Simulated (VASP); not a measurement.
# AlO (P6_3/mmc) in VASP: notebook, part 2 of 2

VASP 6.6.1.

### Step 5. Relaxation of cell and atoms, PBE

This run uses another cell than the first one, of 11.25 Å³/atom.

The input, INCAR:

```
  ALGO = Normal
  EDIFF = 1E-7
  EDIFFG = -0.04
  ENCUT = 600
  GGA = PE
  IBRION = 2
  ISIF = 3
  ISMEAR = 0
  LASPH = T
  LCHARG = F
  LREAL = F
  LWAVE = F
  NELM = 80
  NSW = 90
  PREC = Accurate
  SIGMA = 0.1
```

The input, KPOINTS:

```
k-points
0
Gamma
  6 6 2
```

The input, POSCAR:

```
AlO
1.0
    3.1437038373      0.0000000000      0.0000000000
   -1.5718519187      2.7225273851      0.0000000000
    0.0000000000      0.0000000000     10.5148043092
Al O
4 4
Direct
    0.3333333333      0.6666666667      0.1250000000
    0.6666666667      0.3333333333      0.6250000000
    0.3333333333      0.6666666667      0.3750000000
    0.6666666667      0.3333333333      0.8750000000
    0.0000000000      0.0000000000      0.0000000000
    0.0000000000      0.0000000000      0.5000000000
    0.6666666667      0.3333333333      0.2500000000
    0.3333333333      0.6666666667      0.7500000000
```

Launch:

```
> cat potpaw_PBE.64/Al/POTCAR potpaw_PBE.64/O/POTCAR > POTCAR
> mpirun -np 1 vasp_std > vasp.out
```

It took 10 min on 1 thread of AMD EPYC 7R13, shared host; peak memory 0.22 GiB.

It converged, with:

```
Free energy                           : -44.4384 eV
Relaxed volume                        : 10.56 Å³/atom
Relaxed cell                          : a = 2.891 Å, b = 2.891 Å, c = 11.670 Å, α = 90.00°, β = 90.00°, γ = 120.00°
Space group after relaxing (to 0.1 Å) : P6_3/mmc (No. 194)
Energy gained by relaxing             : 57.6 meV/atom
Ionic steps                           : 13
Pressure after relaxing               : 0.1 GPa
Largest force after relaxing          : 0.020 eV/Å
Band gap on the k mesh                : zero (bands 18 and 19 overlap by 2.30 eV)
```

Forces in eV/Å, atoms in the order of the input:
```
Al   0.000  0.000  0.020
Al   0.000  0.000  0.020
Al   0.000  0.000 -0.020
Al   0.000  0.000 -0.020
O    0.000  0.000  0.000
O    0.000  0.000  0.000
O    0.000  0.000  0.000
O    0.000  0.000  0.000
```

Stress tensor (GPa, compression positive):
```
-0.01  0.00  0.00
 0.00 -0.01  0.00
 0.00  0.00  0.46
```

Step by step:
| step | energy change (eV) | largest force (eV/Å) | pressure (GPa) | volume (Å³) |
| --- | --- | --- | --- | --- |
| 1 | 0.0000 | 0.5668 | 0.77 | 89.99 |
| 2 | -0.0794 | 0.0259 | -0.97 | 90.68 |
| 3 | -0.0914 | 0.2610 | -1.83 | 91.05 |
| 4 | -0.1640 | 0.4080 | -0.93 | 89.55 |
| 5 | -0.3523 | 0.8882 | 1.56 | 84.83 |
| 6 | 1.2398 | 1.4495 | 15.74 | 74.51 |
| 7 | -0.3536 | 0.9532 | 1.81 | 84.41 |
| 8 | -0.3954 | 0.8143 | 1.34 | 84.08 |
| 9 | -0.4195 | 0.6080 | 0.78 | 83.59 |
| 10 | -0.4387 | 0.4527 | 0.67 | 83.79 |
| 11 | -0.4604 | 0.0408 | 0.48 | 84.33 |
| 12 | -0.4604 | 0.0294 | 0.47 | 84.34 |
| 13 | -0.4610 | 0.0198 | 0.14 | 84.50 |

Final structure:
```yaml
crystal:
  lattice:
    - [2.89145, 0.00000, 0.00000]
    - [-1.44572, 2.50407, 0.00000]
    - [0.00000, 0.00000, 11.67005]
  atoms:
    - { symbol: Al, position: [0.33333, 0.66667, 0.12388] }
    - { symbol: Al, position: [0.66667, 0.33333, 0.62388] }
    - { symbol: Al, position: [0.33333, 0.66667, 0.37612] }
    - { symbol: Al, position: [0.66667, 0.33333, 0.87612] }
    - { symbol: O, position: [0.00000, 0.00000, 0.00000] }
    - { symbol: O, position: [0.00000, 0.00000, 0.50000] }
    - { symbol: O, position: [0.66667, 0.33333, 0.25000] }
    - { symbol: O, position: [0.33333, 0.66667, 0.75000] }
```

Levels at points of the mesh, in eV from the Fermi level:
| k point | band 15 | band 16 | band 17 | band 18 | band 19 | band 20 | band 21 | band 22 |
| --- | --- | --- | --- | --- | --- | --- | --- | --- |
| (0.00, 0.00, 0.00) | -4.41 | -4.36 | -4.36 | -1.18 | -1.16 | 1.73 | 2.34 | 4.38 |
| (0.50, 0.00, 0.00) | -5.26 | -5.11 | -1.11 | -0.99 | 1.17 | 1.39 | 1.44 | 1.57 |
| (0.00, 0.00, 0.50) | -4.39 | -4.39 | -3.17 | -3.17 | 0.57 | 0.57 | 3.27 | 3.27 |
| (0.50, 0.00, 0.50) | -5.18 | -5.18 | -0.38 | -0.38 | -0.19 | -0.19 | 2.99 | 2.99 |

Caveat: the k points lie up to 0.42 Å⁻¹ apart in the final cell, too coarse for converged energies and pressures of a metal.

### Step 6. Relaxation of cell and atoms, PBE

The input, INCAR:

```
PREC     = Accurate       # precision mode
ENCUT    = 600            # plane-wave cutoff, eV
EDIFF    = 1E-6           # SCF threshold, eV
ISMEAR   = 0              # smearing method
SIGMA    = 0.1            # smearing width, eV
LREAL    = F              # projectors in reciprocal space
LASPH    = T              # aspherical terms in the spheres
NELM     = 60             # most SCF steps
ALGO     = Normal         # electronic algorithm
ISIF     = 3              # what is computed and relaxed
LWAVE    = F              # write WAVECAR
LCHARG   = F              # write CHGCAR
GGA      = PE             # functional
IBRION   = 2              # ionic algorithm
NSW      = 100            # ionic steps
EDIFFG   = -0.01          # ionic threshold
```

The input, KPOINTS:

```
regular mesh
0
Gamma
  12 12 4
```

The input, POSCAR:

```
AlO
1.0
    2.8925369592      0.0000000000      0.0000000000
   -1.4462684796      2.5050104881      0.0000000000
    0.0000000000      0.0000000000     11.6859240104
Al O
4 4
Direct
    0.3333333333      0.6666666667      0.1239515886
    0.6666666667      0.3333333333      0.6239515886
    0.3333333333      0.6666666667      0.3760484114
    0.6666666667      0.3333333333      0.8760484114
    0.0000000000      0.0000000000      0.0000000000
    0.0000000000      0.0000000000      0.5000000000
    0.6666666667      0.3333333333      0.2500000000
    0.3333333333      0.6666666667      0.7500000000
```

Potentials or basis: VASP PAW PBE potentials, release 64 (Al, O).

Launch:

```
> cat potpaw_PBE.64/Al/POTCAR potpaw_PBE.64/O/POTCAR > POTCAR
> mpirun -np 1 vasp_std > vasp.out
```

It took 6.7 min on 1 thread of AMD EPYC 7R13, shared host; peak memory 0.25 GiB.

Results (log left out):

| Item | Value |
| --- | --- |
| Free energy | -44.4353 eV |
| Relaxed volume | 10.55 Å³/atom |
| Relaxed cell | a = 2.885 Å, b = 2.885 Å, c = 11.705 Å, α = 90.00°, β = 90.00°, γ = 120.00° |
| Space group after relaxing (to 0.1 Å) | P6_3/mmc (No. 194) |
| Energy gained by relaxing | 0.1 meV/atom |
| Ionic steps | 4 |
| Pressure after relaxing | 0.0 GPa |
| Largest force after relaxing | 0.003 eV/Å |
| Band gap on the k mesh | zero (bands 18 and 19 overlap by 2.29 eV) |

Forces in eV/Å, atoms in the order of the input:
```
Al   0.000  0.000 -0.003
Al   0.000  0.000 -0.003
Al   0.000  0.000  0.003
Al   0.000  0.000  0.003
O    0.000  0.000  0.000
O    0.000  0.000  0.000
O    0.000  0.000  0.000
O    0.000  0.000  0.000
```

Stress tensor (GPa, compression positive):
```
 0.01  0.00  0.00
 0.00  0.01  0.00
 0.00  0.00 -0.08
```

The path:
```
step  energy change (eV)  largest force (eV/Å)  pressure (GPa)  volume (Å³)
   1              0.0000                0.0205           -0.28        84.67
   2             -0.0005                0.0025            0.01        84.44
   3             -0.0005                0.0059            0.14        84.34
   4             -0.0006                0.0033           -0.02        84.37
```

Final structure:
```yaml
crystal:
  lattice:
    - [2.88500, 0.00000, 0.00000]
    - [-1.44250, 2.49848, 0.00000]
    - [0.00000, 0.00000, 11.70482]
  atoms:
    - { symbol: Al, position: [0.33333, 0.66667, 0.12408] }
    - { symbol: Al, position: [0.66667, 0.33333, 0.62408] }
    - { symbol: Al, position: [0.33333, 0.66667, 0.37592] }
    - { symbol: Al, position: [0.66667, 0.33333, 0.87592] }
    - { symbol: O, position: [0.00000, 0.00000, 0.00000] }
    - { symbol: O, position: [0.00000, 0.00000, 0.50000] }
    - { symbol: O, position: [0.66667, 0.33333, 0.25000] }
    - { symbol: O, position: [0.33333, 0.66667, 0.75000] }
```

Levels at points of the mesh, in eV from the Fermi level:
| k point | band 15 | band 16 | band 17 | band 18 | band 19 | band 20 | band 21 | band 22 |
| --- | --- | --- | --- | --- | --- | --- | --- | --- |
| (0.00, 0.00, 0.00) | -4.49 | -4.44 | -4.44 | -1.28 | -1.26 | 1.71 | 2.22 | 4.30 |
| (0.50, 0.00, 0.00) | -5.35 | -5.19 | -1.21 | -1.09 | 1.08 | 1.28 | 1.33 | 1.45 |
| (0.00, 0.00, 0.50) | -4.46 | -4.46 | -3.27 | -3.27 | 0.49 | 0.49 | 3.19 | 3.19 |
| (0.50, 0.00, 0.50) | -5.25 | -5.25 | -0.48 | -0.48 | -0.30 | -0.30 | 2.91 | 2.91 |

### Step 7. The runs side by side

| task | cell | k mesh | cutoff (eV) | gap on the mesh (eV) | pressure (GPa) | relaxed volume (Å³/atom) | largest force (eV/Å) |
| --- | --- | --- | --- | --- | --- | --- | --- |
| single point | a = 2.893, b = 2.893, c = 11.686 Å, angles 90.0, 90.0, 120.0°, 8 atoms, atomic positions A | 6 × 6 × 2 | 520 | none | -0.1 | - | - |
| single point | a = 3.144, b = 3.144, c = 10.515 Å, angles 90.0, 90.0, 120.0°, 8 atoms, atomic positions B | 6 × 6 × 2 | 520 | none | 0.9 | - | 0.57 |
| single point | a = 2.888, b = 2.888, c = 11.706 Å, angles 90.0, 90.0, 120.0°, 8 atoms, atomic positions A | 12 × 12 × 4 | 520 | none | -0.1 | - | - |
| relaxation of cell and atoms | relaxed from a = 3.144, b = 3.144, c = 10.515 Å, angles 90.0, 90.0, 120.0°, 8 atoms, atomic positions B | 6 × 6 × 2 | 600 | none | 0.1 | 10.56 | 0.02 |
| relaxation of cell and atoms | relaxed from a = 2.893, b = 2.893, c = 11.686 Å, angles 90.0, 90.0, 120.0°, 8 atoms, atomic positions A | 12 × 12 × 4 | 600 | none | 0.0 | 10.55 | - |

Alike in all rows: level PBE; potentials or basis VASP PAW PBE potentials, release 64 (Al, O); no spin polarisation; smearing gaussian 0.1 eV.

Caveats: some runs use coarse meshes.

Total energies depend on the potentials used, so only differences within one code and one set of settings carry meaning.
